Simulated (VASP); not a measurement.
# BN (Fmm2) in VASP: notebook

Runs on BN. Level: PBE+D3(BJ). Tasks: single point.

Everything below comes from runs of VASP 6.6.1. Logs are shortened: lines on timing, memory, paths and dates and some standing lists are left out, and cuts for length are marked.

## Step 1: The cell of the first run

Symmetry: Fmm2, No. 42, orthorhombic system. Conventional cell: a = 2.608 Å, b = 6.412 Å, c = 4.338 Å, α = 90.00°, β = 90.00°, γ = 90.00°. Within 1.9 Å of B (site symmetry mm2) lie 3 N at 1.45 to 1.49 Å. Within 1.9 Å of N (site symmetry mm2) lie 3 B at 1.45 to 1.49 Å.

## Step 2: Single point, PBE+D3(BJ) (strain +0.0400 x Voigt [1, -1, 0, 0, 0, 0])

File INCAR:

```
SYSTEM = BN
PREC = Accurate
ENCUT = 520
EDIFF = 1E-6
ISMEAR = 0
SIGMA = 0.05
LREAL = .False.
LASPH = .True.
NELM = 100
ALGO = Normal
ISIF = 2
LWAVE = .False.
LCHARG = .False.
GGA = PE
IVDW = 12
NBANDS = 11
```

File KPOINTS:

```
Automatic mesh
0
Gamma
  12 12 12
  0 0 0
```

File POSCAR:

```
BN
1.0
    0.0000000000      3.2059029019      2.1688319106
    1.3039961662      0.0000000000      2.1688319106
    1.3039961662      3.2059029019      0.0000000000
B N
1 1
Direct
    0.0001068737      0.0001068737      0.9998931263
    0.6665931163      0.6665931163      0.3334068837
```

Potentials or basis: VASP PAW PBE potentials, release 64 (B, N).

Run with:

```console
cat potpaw_PBE.64/B/POTCAR potpaw_PBE.64/N/POTCAR > POTCAR
mpirun -np 1 vasp_std > vasp.out
```

OUTCAR:

```text
SYSTEM = BN
   PREC = Accurate
   ENCUT = 520
   EDIFF = 1E-6
   ISMEAR = 0
   LREAL = .False.
   LASPH = .True.
   NELM = 100
   ISIF = 2
   GGA = PE
   IVDW = 12
 IVDW          = 12

 ion  position               nearest neighbor table
   1  0.000  0.000  1.000-   2 1.45   2 1.49   2 1.49
   2  0.667  0.667  0.333-   1 1.45   1 1.49   1 1.49

  LATTYP: Found a face centered orthorhombic cell.
 ALAT       =     2.6079923324
 B/A-ratio  =     1.6632195453
 C/A-ratio  =     2.4585217235

  Lattice vectors:

 A1 = (   0.0000000000,   3.2059029019,   2.1688319106)
 A2 = (  -1.3039961662,   3.2059029019,   0.0000000000)
 A3 = (  -1.3039961662,   0.0000000000,   2.1688319106)

Analysis of symmetry for initial positions (statically):
=====================================================================
 Subroutine PRICEL returns:
 Original cell was already a primitive cell.

 Routine SETGRP: Setting up the symmetry group for a
 face centered orthorhombic supercell.

 Subroutine GETGRP returns: Found  4 space group operations
 (whereof  4 operations were pure point group operations)
 out of a pool of  8 trial point group operations.

The static configuration has the point symmetry C_2v.

Analysis of symmetry for dynamics (positions and initial velocities):
=====================================================================
 Subroutine PRICEL returns:
 Original cell was already a primitive cell.

 Routine SETGRP: Setting up the symmetry group for a
 face centered orthorhombic supercell.

 Subroutine GETGRP returns: Found  4 space group operations
 (whereof  4 operations were pure point group operations)
 out of a pool of  8 trial point group operations.

The dynamic configuration has the point symmetry C_2v.

 Subroutine INISYM returns: Found  4 space group operations
 (whereof  4 operations are pure point group operations),
 and found     1 'primitive' translations

----------------------------------------------------------------------------------------

                                     Primitive cell

  volume of cell :      18.1335

  direct lattice vectors                    reciprocal lattice vectors
     0.000000000  3.205902902  2.168831911    -0.383436710  0.155962303  0.230538843
     1.303996166  0.000000000  2.168831911     0.383436710 -0.155962303  0.230538843
     1.303996166  3.205902902  0.000000000     0.383436710  0.155962303 -0.230538843

  length of vectors
     3.870613036  2.530659570  3.460956431     0.473810203  0.473810203  0.473810203

  position of ions in fractional coordinates (direct lattice)
     0.000106874  0.000106874  0.999893126
     0.666593116  0.666593116  0.333406884

  ion indices of the primitive-cell ions
   primitive index   ion index
                 1           1
                 2           2

----------------------------------------------------------------------------------------

 KPOINTS: Automatic mesh

Automatic generation of k-mesh.
 Grid dimensions read from file:
 generate k-points for:   12   12   12

 Generating k-lattice:

  Cartesian coordinates                     Fractional coordinates (reciprocal lattice)
    -0.031953059  0.012996859  0.019211570     0.083333333  0.000000000  0.000000000
     0.031953059 -0.012996859  0.019211570     0.000000000  0.083333333 -0.000000000
     0.031953059  0.012996859 -0.019211570     0.000000000 -0.000000000  0.083333333

  Length of vectors
     0.039484184  0.039484184  0.039484184

  Shift w.r.t. Gamma in fractional coordinates (k-lattice)
     0.000000000  0.000000000  0.000000000

 Subroutine IBZKPT returns following result:
 ===========================================

 Found    280 irreducible k-points:

 Following reciprocal coordinates:
            Coordinates               Weight
  0.000000  0.000000  0.000000      1.000000
  0.083333 -0.000000 -0.000000      8.000000
  0.166667  0.000000  0.000000      8.000000
  0.250000  0.000000  0.000000      8.000000
  0.333333  0.000000  0.000000      8.000000
  0.416667 -0.000000 -0.000000      8.000000
[... 16 lines left out ...]
  0.500000  0.166667 -0.000000      8.000000
 -0.416667  0.166667  0.000000      8.000000
 [... further k-points ...]
   k-points           NKPTS =    280   k-points in BZ     NKDIM =    280   number of bands    NBANDS=     11
   number of dos      NEDOS =    301   number of ions     NIONS =      2
   total plane-waves  NPLWV =  16800
   dimension x,y,z NGX =    30 NGY =   20 NGZ =   28
   dimension x,y,z NGXF=    60 NGYF=   40 NGZF=   56
   ions per type =               1   1
   NGX,Y,Z   is equivalent  to a cutoff of  12.89, 13.14, 13.45 a.u.
   NGXF,Y,Z  is equivalent  to a cutoff of  25.77, 26.28, 26.90 a.u.
 SYSTEM =  BN
   PREC   = accura    normal or accurate (medium, high low for compatibility)
   ISTART =      0    job   : 0-new  1-cont  2-samecut
   ICHARG =      2    charge: 1-file 2-atom 10-const
   ISPIN  =      1    spin polarized calculation?
   LNONCOLLINEAR =      F non collinear calculations
   LSORBIT =      F    spin-orbit coupling
   LASPH  =      T    aspherical Exc in radial PAW
   ENCUT  =  520.0 eV  38.22 Ry    6.18 a.u.   7.20  4.71  6.44*2*pi/ulx,y,z
   NELM   =    100;   NELMIN=  2; NELMDL= -5     # of ELM steps
   EDIFF  = 0.1E-05   stopping-criterion for ELM
   LREAL  =      F    real-space projection
   EDIFFG = 0.1E-04   stopping-criterion for IOM
   NSW    =      0    number of steps for IOM
   IBRION =     -1    ionic relax: 0-MD 1-quasi-New 2-CG
   NFREE  =      0    steps in history (QN), initial steepest desc. (CG)
   ISIF   =      2    stress and relaxation
   ISYM   =      2    0-nonsym 1-usesym 2-fastsym
   POTIM  = 0.5000    time-step for ionic-motion
   TEBEG  =    0.0;   TEEND  =   0.0 temperature during run
   PSTRESS=    0.0 pullay stress
   NELECT =       8.0000    total number of electrons
   NUPDOWN=      -1.0000    fix difference up-down
   EMIN   =  10.00;   EMAX   =-10.00  energy-range for DOS
   EFERMI =   0.00;   METHOD = LEGACY
   ISMEAR =     0;   SIGMA  =   0.05  broadening in eV -4-tet -1-fermi 0-gaus
   EFERMI_NEDOS =   21; number of points for ismear=-14 and -15
   IALGO  =     38    algorithm
   IMIX   =      4    mixing-type and parameters
     AMIX     =   0.40;   BMIX     =  1.00
     AMIX_MAG =   1.60;   BMIX_MAG =  1.00
  volume/ion in A,a.u.               =       9.07        61.19
  Fermi-wavevector in a.u.,A,eV,Ry     =   1.246266  2.355101 21.132272  1.553178
  Thomas-Fermi vector in A             =   2.380451
   LORBIT       =      0    0 simple, 1 ext, 2 COOP (PROOUT), +10 PAW based schemes
   GGA     = PE    functional components
   LHFCALC =     F    Hartree Fock is set to
   AEXX    =    0.0000 exact exchange contribution
   IVDW    =    12    specifies the selected vdW correction
   LEPSILON=     F    determine dielectric tensor
   LRPA    =     F    only Hartree local field effects (RPA)
 non-spin polarized calculation
 Gauss-broadening in eV      SIGMA  =   0.05
  energy-cutoff  :      520.00
  volume of cell :       18.13
 maximum number of plane-waves:       503
 NGX is ok and might be reduce to    30
   NGX = 15   NGY =  9   NGZ = 13

 number of electron       8.0000000 magnetization

 Free energy of the ion-electron system (eV)
  ---------------------------------------------------
  ext. energy  EPLUGINS =         0.00000000
  ---------------------------------------------------
  free energy    TOTEN  =       -17.49606753 eV

  energy without entropy =      -17.49606753  energy(sigma->0) =      -17.49606753

 E-fermi :   2.9423     XC(G=0): -10.1828

 val. band max:        2.6217631762   @ k =   0.5000  -0.4167   0.0833
 cond. band min:       5.9060279031   @ k =   0.0000   0.5000   0.5000
 fundamental gap:      3.2842647269
 Fermi energy:         2.9423159883

 k-point     1 :       0.0000    0.0000    0.0000
  band No.  band energies     occupation
      1     -15.1936      2.00000
      2      -1.2552      2.00000
      3       0.8836      2.00000
      4       0.9870      2.00000
      5       7.7099      0.00000
      6      13.1262      0.00000
      7      13.6701      0.00000
      8      14.7642      0.00000
      9      16.4063      0.00000
     10      27.2008      0.00000
     11      28.9401      0.00000

 k-point     2 :       0.0833   -0.0000   -0.0000
  band No.  band energies     occupation
      1     -15.0599      2.00000
      2      -1.1622      2.00000
      3       0.3405      2.00000
      4       0.7409      2.00000
      5       8.0567      0.00000
      6      13.2370      0.00000
      7      14.0834      0.00000
      8      14.3186      0.00000
      9      16.7618      0.00000
     10      26.8510      0.00000
     11      27.5893      0.00000

 k-point     3 :       0.1667    0.0000    0.0000
  band No.  band energies     occupation
      1     -14.6674      2.00000
      2      -1.1007      2.00000
      3      -0.8218      2.00000
      4       0.1868      2.00000
      5       8.9138      0.00000
      6      12.9823      0.00000
      7      13.3372      0.00000
      8      15.5138      0.00000
      9      17.7578      0.00000
     10      24.2411      0.00000
     11      28.0125      0.00000
[... 267 lines left out ...]
 k-point    23 :       0.5000    0.1667   -0.0000
  band No.  band energies     occupation
      1     -12.2278      2.00000
      2      -5.6484      2.00000
      3      -2.7309      2.00000
      4       1.5677      2.00000
      5       7.4680      0.00000
      6      13.2478      0.00000
      7      15.4004      0.00000
      8      17.6220      0.00000
      9      19.4052      0.00000
     10      23.6772      0.00000
     11      25.4435      0.00000

 k-point    24 :      -0.4167    0.1667    0.0000
  band No.  band energies     occupation
      1     -11.9341      2.00000
      2      -6.0519      2.00000
      3      -2.9181      2.00000
      4       1.6835      2.00000
      5       6.9774      0.00000
      6      13.6348      0.00000
      7      15.8350      0.00000
      8      17.8309      0.00000
      9      20.5219      0.00000
     10      23.2218      0.00000
     11      24.6370      0.00000

 [... further k-points ...]

------------------------ aborting loop because EDIFF is reached ----------------------------------------

 Edisp (eV)   -0.28288

 E8    (eV) :    -0.0833

  FORCE on cell =-STRESS in cart. coord.  units (eV):
  Direction    XX          YY          ZZ          XY          YZ          ZX
  --------------------------------------------------------------------------------------
  -------------------------------------------------------------------------------------
  Total      -3.71747     0.13525    -0.69757     0.00000     0.00000     0.00000
  in kB    -328.45427    11.94970   -61.63336     0.00000     0.00000     0.00000
  external pressure =     -126.05 kB  Pullay stress =        0.00 kB

 VOLUME and BASIS-vectors are now :
 -----------------------------------------------------------------------------
  energy-cutoff  :      520.00
  volume of cell :       18.13
      direct lattice vectors                 reciprocal lattice vectors
     0.000000000  3.205902902  2.168831911    -0.383436710  0.155962303  0.230538843
     1.303996166  0.000000000  2.168831911     0.383436710 -0.155962303  0.230538843
     1.303996166  3.205902902  0.000000000     0.383436710  0.155962303 -0.230538843

 POSITION                                       TOTAL-FORCE (eV/Angst)
 -----------------------------------------------------------------------------------
      1.30400      3.20590      0.00046         0.000000      0.000000      0.362884
      1.30400      3.20590      2.89146         0.000000      0.000000     -0.362884
 -----------------------------------------------------------------------------------
    total drift:                                0.000003     -0.000008      0.000006

  FREE ENERGIE OF THE ION-ELECTRON SYSTEM (eV)
  ---------------------------------------------------
  free  energy   TOTEN  =       -17.7789450532 eV

  energy  without entropy=      -17.7789450532  energy(sigma->0) =      -17.77894505
```

Wall time 57 s (1 thread of Intel Xeon Platinum 8259CL at 2.50GHz (Skylake/Cascade Lake), shared host); peak memory 0.19 GiB.

What came out:

| Property | Result |
| --- | --- |
| Free energy | -17.7789 eV |
| Pressure | -12.6 GPa |
| Largest force | 0.363 eV/Å |
| Band gap on the k mesh | 3.28 eV (least direct gap 4.34 eV) |
| Dispersion energy per atom | -0.141 eV |

Forces in eV/Å, atoms in the order of the input:
```
B    0.000  0.000  0.363
N    0.000  0.000 -0.363
```

Levels at points of the mesh, in eV from the valence-band top:
```tsv
k point	band 2	band 3	band 4	band 5	band 6	band 7
(0.00, 0.00, 0.00)	-3.88	-1.74	-1.63	5.09	10.50	11.05
(0.50, 0.00, 0.00)	-9.01	-4.14	-1.29	4.20	9.39	13.20
(0.50, 0.50, 0.00)	-9.05	-4.65	-0.17	5.85	8.06	12.23
(0.50, 0.00, 0.50)	-6.40	-1.80	-1.62	10.00	10.24	10.27
(0.00, 0.50, 0.50)	-8.68	-4.76	-1.67	3.28	8.14	14.43
```

Caveat: the cell differs from its parent crystal (strain +0.0400 x Voigt [1, -1, 0, 0, 0, 0]); the cell stands under tension. A k mesh can miss the band edges.

[end of part 1 of 2]
